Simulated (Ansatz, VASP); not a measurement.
## BaTiO3 in VASP and in Ansatz

```
Ba Ti O
1.0
     2.82767    1.63255    2.31773
    -2.82767    1.63255    2.31773
     0.00000   -3.26511    2.31773
Ba Ti O
1 1 3
Cartesian
  0.0000 0.0000 -0.0136
  0.0000 0.0000 3.3818
  0.0000 1.6110 2.4032
  -1.3952 -0.8055 2.4032
  1.3952 -0.8055 2.4032
```

Alike in both runs: functional PBE; k mesh 8 × 8 × 8; occupations fermi-dirac, width 0.02 eV; no spin polarisation.

Ansatz relaxed the structure, and its values are those at the end. VASP's run is a single point on that final structure, the one shown.

|  | VASP | Ansatz |
| --- | --- | --- |
| version | VASP 6.6.1 | Ansatz 0.2.0 |
| potentials or method | VASP PAW PBE potentials, release 64 (Ba_sv, Ti_sv, O_h) | plane-wave PAW, scalar-relativistic |
| plane-wave cutoff (eV) | 1340 | 420 |
| valence electrons in the cell | 40 | 40 |

```tsv
	VASP	Ansatz	Ansatz less VASP
gap on the k mesh at the Fermi level (eV)	2.32	2.36	+0.050
pressure (GPa)	6.1	4.5	-1.58
rms of the force components (eV/Å)	0.015	0.003	-0.0128
```

The functional is the same, so the differences come from potentials, cutoffs and numerics. Ansatz's warnings: stress scf threshold loose.

Spin-orbit coupling is off throughout.
